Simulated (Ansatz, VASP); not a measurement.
# InP: VASP beside Ansatz

File INCAR:

```
PREC = Accurate
ENCUT = 520
EDIFF = 1E-6
ISMEAR = -1
SIGMA = 0.05
LREAL = False
LASPH = True
NELM = 60
ALGO = Normal
ISIF = 2
LWAVE = False
LCHARG = False
GGA = CA
NBANDS = 16
```

The input KPOINTS:

```
Automatic mesh
0
Gamma
  11 11 11
```

The input POSCAR:

```
InP
1.0
    0.0000000000      2.8925700979      2.8925700979
    2.8925700979      0.0000000000      2.8925700979
    2.8925700979      2.8925700979      0.0000000000
In P
1 1
Direct
    0.0000000000      0.0000000000      0.0000000000
    0.5000000000      0.5000000000      0.5000000000
```

Input for Ansatz:

```yaml
crystal:
  lattice:
    - [0.0, 2.8925700979, 2.8925700979]
    - [2.8925700979, 0.0, 2.8925700979]
    - [2.8925700979, 2.8925700979, 0.0]
  atoms:
    - { symbol: In, position: [0.0, 0.0, 0.0] }
    - { symbol: P, position: [0.5, 0.5, 0.5] }
kpoints:
  mp_grid: { grid: [11, 11, 11] }
  band_path:
    path:
      - [0.0, 0.0, 0.0]
      - [0.5, 0.0, 0.5]
      - [0.625, 0.25, 0.625]
      - [0.375, 0.375, 0.75]
      - [0.0, 0.0, 0.0]
      - [0.5, 0.5, 0.5]
      - [0.5, 0.25, 0.75]
      - [0.5, 0.0, 0.5]
    npoints: 5
scf:
  occupations: { method: fermi_dirac, width: 0.05 }
hamiltonian:
  xc: lda
  pseudopotentials: { kind: all_electron, lapw: { basis_error: 0.001 } }
output:
  forces: true
  stress: true
  eigenvalues: true
```

Change from the starting cell: volume scaled by 1.04.

Alike in both runs: task single point; functional LDA; k mesh 11 × 11 × 11; occupations fermi-dirac, width 0.05 eV; no spin polarisation.

|  | VASP | Ansatz |
| --- | --- | --- |
| version | VASP 6.6.1 | Ansatz 0.2.0 |
| potentials or method | VASP PAW LDA potentials, release 64 (In_d, P), cutoff 520 eV | all-electron LAPW, scalar-relativistic |

|  | VASP | Ansatz | Ansatz less VASP |
| --- | --- | --- | --- |
| pressure (GPa) | -11.0 | -10.9 | +0.03 |

LDA's correlation is that of Perdew and Zunger in VASP and of Perdew and Wang (1992) in Ansatz. Ansatz ran all-electron here, and VASP with PAW potentials.
